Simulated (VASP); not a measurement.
# PIr (F-43m) in VASP: a series of runs

The runs below take PIr through single point, with PBE.

All numbers are computed with VASP 6.6.1; they aren't measurements. Logs are shortened: lines on timing, memory, paths and dates and some standing lists are left out, and cuts for length are marked.

## Step 1: The cell of the first run

The structure is cubic, space group F-43m (No. 216). The conventional cell has a = 4.788 Å, b = 4.788 Å, c = 4.788 Å, α = 90.00°, β = 90.00°, γ = 90.00°. Ir (site symmetry -43m) has 4 P at 2.07 Å within 2.7 Å. P (site symmetry -43m) has 4 Ir at 2.07 Å within 2.7 Å.

## Step 2: Single point, PBE

File INCAR:

```
PREC = Accurate
ENCUT = 520
EDIFF = 1E-7
ISMEAR = 0
SIGMA = 0.05
LREAL = F
LASPH = T
NELM = 80
ALGO = Normal
ISIF = 2
LWAVE = F
LCHARG = F
GGA = PE
NBANDS = 14
```

File KPOINTS:

```
Automatic mesh
0
Gamma
  12 12 12
```

File POSCAR:

```
PIr
1.0
    0.0000000000      2.3939663253      2.3939663253
    2.3939663253      0.0000000000      2.3939663253
    2.3939663253      2.3939663253      0.0000000000
Ir P
1 1
Direct
    0.0000000000      0.0000000000      0.0000000000
    0.2500000000      0.2500000000      0.2500000000
```

Potentials or basis: VASP PAW PBE potentials, release 64 (Ir, P).

Started as:

```bash
$ cat potpaw_PBE.64/Ir/POTCAR potpaw_PBE.64/P/POTCAR > POTCAR
$ mpirun -np 1 vasp_std > vasp.out
```

OUTCAR:

```text
PREC = Accurate
   ENCUT = 520
   EDIFF = 1E-7
   ISMEAR = 0
   LREAL = F
   LASPH = T
   NELM = 80
   ISIF = 2
   GGA = PE

 ion  position               nearest neighbor table
   1  0.000  0.000  0.000-   2 2.07   2 2.07   2 2.07   2 2.07
   2  0.250  0.250  0.250-   1 2.07   1 2.07   1 2.07   1 2.07

  LATTYP: Found a face centered cubic cell.
 ALAT       =     4.7879326506

  Lattice vectors:

 A1 = (   0.0000000000,   2.3939663253,   2.3939663253)
 A2 = (   2.3939663253,   0.0000000000,   2.3939663253)
 A3 = (   2.3939663253,   2.3939663253,   0.0000000000)

Analysis of symmetry for initial positions (statically):
=====================================================================
 Subroutine PRICEL returns:
 Original cell was already a primitive cell.

 Routine SETGRP: Setting up the symmetry group for a
 face centered cubic supercell.

 Subroutine GETGRP returns: Found 24 space group operations
 (whereof 24 operations were pure point group operations)
 out of a pool of 48 trial point group operations.

The static configuration has the point symmetry T_d .

Analysis of symmetry for dynamics (positions and initial velocities):
=====================================================================
 Subroutine PRICEL returns:
 Original cell was already a primitive cell.

 Routine SETGRP: Setting up the symmetry group for a
 face centered cubic supercell.

 Subroutine GETGRP returns: Found 24 space group operations
 (whereof 24 operations were pure point group operations)
 out of a pool of 48 trial point group operations.

The dynamic configuration has the point symmetry T_d .

 Subroutine INISYM returns: Found 24 space group operations
 (whereof 24 operations are pure point group operations),
 and found     1 'primitive' translations

----------------------------------------------------------------------------------------

                                     Primitive cell

  volume of cell :      27.4400

  direct lattice vectors                    reciprocal lattice vectors
     0.000000000  2.393966325  2.393966325    -0.208858410  0.208858410  0.208858410
     2.393966325  0.000000000  2.393966325     0.208858410 -0.208858410  0.208858410
     2.393966325  2.393966325  0.000000000     0.208858410  0.208858410 -0.208858410

  length of vectors
     3.385579645  3.385579645  3.385579645     0.361753377  0.361753377  0.361753377

  position of ions in fractional coordinates (direct lattice)
     0.000000000  0.000000000  0.000000000
     0.250000000  0.250000000  0.250000000

  ion indices of the primitive-cell ions
   primitive index   ion index
                 1           1
                 2           2

----------------------------------------------------------------------------------------

 KPOINTS: Automatic mesh

Automatic generation of k-mesh.
 Grid dimensions read from file:
 generate k-points for:   12   12   12

 Generating k-lattice:

  Cartesian coordinates                     Fractional coordinates (reciprocal lattice)
    -0.017404867  0.017404867  0.017404867     0.083333333  0.000000000  0.000000000
     0.017404867 -0.017404867  0.017404867     0.000000000  0.083333333  0.000000000
     0.017404867  0.017404867 -0.017404867     0.000000000  0.000000000  0.083333333

  Length of vectors
     0.030146115  0.030146115  0.030146115

  Shift w.r.t. Gamma in fractional coordinates (k-lattice)
     0.000000000  0.000000000  0.000000000

 Subroutine IBZKPT returns following result:
 ===========================================

 Found     72 irreducible k-points:

 Following reciprocal coordinates:
            Coordinates               Weight
  0.000000  0.000000  0.000000      1.000000
  0.083333  0.000000  0.000000      8.000000
  0.166667  0.000000  0.000000      8.000000
  0.250000  0.000000  0.000000      8.000000
  0.333333  0.000000  0.000000      8.000000
  0.416667  0.000000  0.000000      8.000000
[... 16 lines left out ...]
  0.500000  0.166667  0.000000     24.000000
 -0.416667  0.166667  0.000000     24.000000
 [... further k-points ...]
   k-points           NKPTS =     72   k-points in BZ     NKDIM =     72   number of bands    NBANDS=     14
   number of dos      NEDOS =    301   number of ions     NIONS =      2
   total plane-waves  NPLWV =  21952
   dimension x,y,z NGX =    28 NGY =   28 NGZ =   28
   dimension x,y,z NGXF=    56 NGYF=   56 NGZF=   56
   ions per type =               1   1
   NGX,Y,Z   is equivalent  to a cutoff of  13.75, 13.75, 13.75 a.u.
   NGXF,Y,Z  is equivalent  to a cutoff of  27.50, 27.50, 27.50 a.u.
 SYSTEM =  unknown system
   PREC   = accura    normal or accurate (medium, high low for compatibility)
   ISTART =      0    job   : 0-new  1-cont  2-samecut
   ICHARG =      2    charge: 1-file 2-atom 10-const
   ISPIN  =      1    spin polarized calculation?
   LNONCOLLINEAR =      F non collinear calculations
   LSORBIT =      F    spin-orbit coupling
   LASPH  =      T    aspherical Exc in radial PAW
   ENCUT  =  520.0 eV  38.22 Ry    6.18 a.u.   6.29  6.29  6.29*2*pi/ulx,y,z
   NELM   =     80;   NELMIN=  2; NELMDL= -5     # of ELM steps
   EDIFF  = 0.1E-06   stopping-criterion for ELM
   LREAL  =      F    real-space projection
   EDIFFG = 0.1E-05   stopping-criterion for IOM
   NSW    =      0    number of steps for IOM
   IBRION =     -1    ionic relax: 0-MD 1-quasi-New 2-CG
   NFREE  =      0    steps in history (QN), initial steepest desc. (CG)
   ISIF   =      2    stress and relaxation
   ISYM   =      2    0-nonsym 1-usesym 2-fastsym
   POTIM  = 0.5000    time-step for ionic-motion
   TEBEG  =    0.0;   TEEND  =   0.0 temperature during run
   PSTRESS=    0.0 pullay stress
   NELECT =      14.0000    total number of electrons
   NUPDOWN=      -1.0000    fix difference up-down
   EMIN   =  10.00;   EMAX   =-10.00  energy-range for DOS
   EFERMI =   0.00;   METHOD = LEGACY
   ISMEAR =     0;   SIGMA  =   0.05  broadening in eV -4-tet -1-fermi 0-gaus
   EFERMI_NEDOS =   21; number of points for ismear=-14 and -15
   IALGO  =     38    algorithm
   IMIX   =      4    mixing-type and parameters
     AMIX     =   0.40;   BMIX     =  1.00
     AMIX_MAG =   1.60;   BMIX_MAG =  1.00
  volume/ion in A,a.u.               =      13.72        92.59
  Fermi-wavevector in a.u.,A,eV,Ry     =   1.308146  2.472037 23.282906  1.711245
  Thomas-Fermi vector in A             =   2.438832
   LORBIT       =      0    0 simple, 1 ext, 2 COOP (PROOUT), +10 PAW based schemes
   GGA     = PE    functional components
   LHFCALC =     F    Hartree Fock is set to
   AEXX    =    0.0000 exact exchange contribution
   IVDW    =     0    specifies the selected vdW correction
   LEPSILON=     F    determine dielectric tensor
   LRPA    =     F    only Hartree local field effects (RPA)
 non-spin polarized calculation
 Gauss-broadening in eV      SIGMA  =   0.05
  energy-cutoff  :      520.00
  volume of cell :       27.44
 maximum number of plane-waves:       754
 NGX is ok and might be reduce to    28
   NGX = 13   NGY = 13   NGZ = 13

 number of electron      13.9999999 magnetization

 Free energy of the ion-electron system (eV)
  ---------------------------------------------------
  ext. energy  EPLUGINS =         0.00000000
  ---------------------------------------------------
  free energy    TOTEN  =       -13.07608197 eV

  energy without entropy =      -13.07539322  energy(sigma->0) =      -13.07573760

 E-fermi :  10.9987     XC(G=0): -12.5031

 val. band max:       10.9149678162   @ k =  -0.4167   0.5000   0.0833
 cond. band min:      11.0015986190   @ k =  -0.4167   0.4167   0.0000
 fundamental gap:      0.0866308029
 Fermi energy:        10.9987277688

 k-point     1 :       0.0000    0.0000    0.0000
  band No.  band energies     occupation
      1      -4.7714      2.00000
      2       3.0628      2.00000
      3       3.0628      2.00000
      4       3.0628      2.00000
      5       6.6218      2.00000
      6       6.6218      2.00000
      7      15.4629      0.00000
      8      16.7687      0.00000
      9      16.7687      0.00000
     10      16.7687      0.00000
     11      20.2502      0.00000
     12      20.2502      0.00000
     13      20.2502      0.00000
     14      25.1240      0.00000

 k-point     2 :       0.0833    0.0000    0.0000
  band No.  band energies     occupation
      1      -4.6429      2.00000
      2       2.9904      2.00000
      3       3.1253      2.00000
      4       3.1253      2.00000
      5       6.5863      2.00000
      6       6.5863      2.00000
      7      15.5007      0.00000
      8      16.3739      0.00000
      9      16.8093      0.00000
     10      16.8093      0.00000
     11      19.7709      0.00000
     12      20.1238      0.00000
     13      20.1238      0.00000
     14      25.4531      0.00000

 k-point     3 :       0.1667    0.0000    0.0000
  band No.  band energies     occupation
      1      -4.2780      2.00000
      2       2.8250      2.00000
      3       3.2853      2.00000
      4       3.2853      2.00000
      5       6.5320      2.00000
      6       6.5320      2.00000
      7      14.2311      0.00000
      8      16.6793      0.00000
      9      16.6793      0.00000
     10      16.7108      0.00000
     11      18.9958      0.00000
     12      19.9978      0.00000
     13      19.9978      0.00000
     14      25.9300      0.00000
[... 324 lines left out ...]
 k-point    23 :       0.5000    0.1667    0.0000
  band No.  band energies     occupation
      1      -2.3407      2.00000
      2       2.8109      2.00000
      3       3.6916      2.00000
      4       4.0583      2.00000
      5       6.8866      2.00000
      6       7.3576      2.00000
      7       8.1273      2.00000
      8      13.0035      0.00000
      9      13.3473      0.00000
     10      17.0424      0.00000
     11      20.4923      0.00000
     12      21.4163      0.00000
     13      23.8478      0.00000
     14      24.9968      0.00000

 k-point    24 :      -0.4167    0.1667    0.0000
  band No.  band energies     occupation
      1      -2.2981      2.00000
      2       3.0852      2.00000
      3       3.5015      2.00000
      4       4.0400      2.00000
      5       6.8981      2.00000
      6       6.9794      2.00000
      7       8.4112      2.00000
      8      12.6297      0.00000
      9      13.6290      0.00000
     10      16.9251      0.00000
     11      20.6876      0.00000
     12      21.2288      0.00000
     13      24.2865      0.00000
     14      25.0118      0.00000

 [... further k-points ...]
[... 5 lines left out ...]
  --------------------------------------------------------------------------------------
  -------------------------------------------------------------------------------------
  Total       15.6248401     15.6248401     15.6248401      0.0000000     -0.0000000      0.0000000
  in kB      912.3092056    912.3092056    912.3092056      0.0000000     -0.0000000      0.0000000
  external PRESSURE =     912.3092056 kB  Pullay stress =       0.0000000 kB

 VOLUME and BASIS-vectors are now :
 -----------------------------------------------------------------------------
  energy-cutoff  :      520.00
  volume of cell :       27.44
      direct lattice vectors                 reciprocal lattice vectors
     0.000000000  2.393966325  2.393966325    -0.208858410  0.208858410  0.208858410
     2.393966325  0.000000000  2.393966325     0.208858410 -0.208858410  0.208858410
     2.393966325  2.393966325  0.000000000     0.208858410  0.208858410 -0.208858410

 POSITION                                       TOTAL-FORCE (eV/Angst)
 -----------------------------------------------------------------------------------
      0.00000      0.00000      0.00000        -0.000000     -0.000000     -0.000000
      1.19698      1.19698      1.19698         0.000000      0.000000      0.000000
 -----------------------------------------------------------------------------------
    total drift:                               -0.000000     -0.000000     -0.000000

  FREE ENERGIE OF THE ION-ELECTRON SYSTEM (eV)
  ---------------------------------------------------
  free  energy   TOTEN  =       -13.0760819704 eV

  energy  without entropy=      -13.0753932236  energy(sigma->0) =      -13.07573760
```

It took 14 s on 1 thread of Intel Xeon 6975P-C (Granite Rapids), shared host; peak memory 0.18 GiB.

Results:

```
Free energy            : -13.0761 eV
Pressure               : 91.2 GPa
Band gap on the k mesh : zero (band 7 reaches 15.68 eV, above the bottom of band 8 at 9.92 eV)
```

Caveat: spin-orbit coupling is left out, which moves the levels of the heavy elements.

## Step 3: Single point, PBE

This run uses another cell than the first one, of 15.37 Å³/atom, 1.120 times its volume.

File INCAR:

```
SYSTEM = PIr
PREC = Accurate ; ENCUT = 520
EDIFF = 1E-6 ; ISMEAR = 0
SIGMA = 0.05 ; LREAL = .FALSE.
LASPH = .TRUE. ; NELM = 100
ALGO = Normal ; ISIF = 2
LWAVE = .FALSE. ; LCHARG = .FALSE.
GGA = PE ; NBANDS = 14
```

File KPOINTS:

```
regular mesh
0
G
  12 12 12
  0 0 0
```

File POSCAR:

```
PIr
1.0
    0.0000000000      2.4861312048      2.4861312048
    2.4861312048      0.0000000000      2.4861312048
    2.4861312048      2.4861312048      0.0000000000
Ir P
1 1
Direct
    0.0000000000      0.0000000000      0.0000000000
    0.2500000000      0.2500000000      0.2500000000
```

Potentials or basis: VASP PAW PBE potentials, release 64 (Ir, P).

Started as:

```bash
$ cat potpaw_PBE.64/Ir/POTCAR potpaw_PBE.64/P/POTCAR > POTCAR
$ mpirun -np 1 vasp_std > vasp.out
```

OUTCAR:

```text
SYSTEM = PIr
   PREC = Accurate
   ENCUT = 520
   EDIFF = 1E-6
   ISMEAR = 0
   LREAL = .FALSE.
   LASPH = .TRUE.
   NELM = 100
   ISIF = 2
   GGA = PE

 ion  position               nearest neighbor table
   1  0.000  0.000  0.000-   2 2.15   2 2.15   2 2.15   2 2.15
   2  0.250  0.250  0.250-   1 2.15   1 2.15   1 2.15   1 2.15

  LATTYP: Found a face centered cubic cell.
 ALAT       =     4.9722624096

  Lattice vectors:

 A1 = (   0.0000000000,   2.4861312048,   2.4861312048)
 A2 = (   2.4861312048,   0.0000000000,   2.4861312048)
 A3 = (   2.4861312048,   2.4861312048,   0.0000000000)
[... 585 lines left out ...]
     10      15.0734      0.00000
     11      18.2457      0.00000
     12      18.9924      0.00000
     13      21.5623      0.00000
     14      22.5782      0.00000

 [... further k-points ...]
[... 5 lines left out ...]
  --------------------------------------------------------------------------------------
  -------------------------------------------------------------------------------------
  Total        8.0460573      8.0460573      8.0460573      0.0000000     -0.0000000      0.0000000
  in kB      419.4609873    419.4609873    419.4609873      0.0000000     -0.0000000      0.0000000
  external PRESSURE =     419.4609873 kB  Pullay stress =       0.0000000 kB

 VOLUME and BASIS-vectors are now :
 -----------------------------------------------------------------------------
  energy-cutoff  :      520.00
  volume of cell :       30.73
      direct lattice vectors                 reciprocal lattice vectors
     0.000000000  2.486131205  2.486131205    -0.201115693  0.201115693  0.201115693
     2.486131205  0.000000000  2.486131205     0.201115693 -0.201115693  0.201115693
     2.486131205  2.486131205  0.000000000     0.201115693  0.201115693 -0.201115693

 POSITION                                       TOTAL-FORCE (eV/Angst)
 -----------------------------------------------------------------------------------
      0.00000      0.00000      0.00000        -0.000000      0.000000      0.000000
      1.24307      1.24307      1.24307         0.000000     -0.000000     -0.000000
 -----------------------------------------------------------------------------------
    total drift:                               -0.000000     -0.000000     -0.000000

  FREE ENERGIE OF THE ION-ELECTRON SYSTEM (eV)
  ---------------------------------------------------
  free  energy   TOTEN  =       -14.4009695116 eV

  energy  without entropy=      -14.3998426129  energy(sigma->0) =      -14.40040606
```

OSZICAR:

```text
N       E                     dE             d eps       ncg     rms          rms(c)
DAV:   1     0.872437305450E+02    0.87244E+02   -0.63389E+03  2040   0.918E+02
DAV:   2    -0.110715194684E+02   -0.98315E+02   -0.86156E+02  2076   0.228E+02
DAV:   3    -0.150950551721E+02   -0.40235E+01   -0.39711E+01  2646   0.509E+01
DAV:   4    -0.151516627061E+02   -0.56608E-01   -0.56581E-01  2388   0.632E+00
DAV:   5    -0.151528738115E+02   -0.12111E-02   -0.12110E-02  2744   0.930E-01    0.222E+01
DAV:   6    -0.144924081638E+02    0.66047E+00   -0.22147E+00  2804   0.167E+01    0.727E+00
DAV:   7    -0.144252964989E+02    0.67112E-01   -0.18658E-01  2514   0.463E+00    0.501E+00
DAV:   8    -0.144012885894E+02    0.24008E-01   -0.18876E-02  2616   0.984E-01    0.259E-01
DAV:   9    -0.144009902927E+02    0.29830E-03   -0.16302E-03  2672   0.393E-01    0.132E-01
DAV:  10    -0.144009680908E+02    0.22202E-04   -0.21640E-04  2520   0.975E-02    0.461E-02
DAV:  11    -0.144009685713E+02   -0.48058E-06   -0.16077E-05  2712   0.322E-02    0.227E-02
DAV:  12    -0.144009695116E+02   -0.94027E-06   -0.16663E-06  2592   0.907E-03
   1 F= -.14400970E+02 E0= -.14400406E+02  d E =-.112690E-02
```

stdout:

```text
POSCAR found type information on POSCAR IrP
 POSCAR found :  2 types and       2 ions
 scaLAPACK will be used
 LDA part: xc-table for (Slater+PW92), standard interpolation
 POSCAR, INCAR and KPOINTS ok, starting setup
 FFT: planning ... GRIDC
 FFT: planning ... GRID_SOFT
 FFT: planning ... GRID
 WAVECAR not read
 entering main loop
```

It took 13 s on 1 thread of Intel Xeon 6975P-C (Granite Rapids), shared host; peak memory 0.18 GiB.

Results:

- Free energy: -14.4010 eV
- Pressure: 41.9 GPa
- Band gap on the k mesh: zero (band 7 reaches 13.48 eV, above the bottom of band 8 at 8.37 eV)

Levels at points of the mesh, in eV from the Fermi level:
| k point | band 5 | band 6 | band 7 | band 8 | band 9 | band 10 |
| --- | --- | --- | --- | --- | --- | --- |
| (0.00, 0.00, 0.00) | -3.66 | -3.66 | 4.15 | 5.63 | 5.63 | 5.63 |
| (0.50, 0.00, 0.00) | -3.13 | -3.13 | -2.60 | 2.55 | 2.55 | 4.97 |
| (0.50, 0.50, 0.00) | -4.12 | -2.50 | -2.39 | -0.77 | -0.77 | 7.49 |

Caveat: spin-orbit coupling is left out, which moves the levels of the heavy elements.

[end of part 1 of 2]
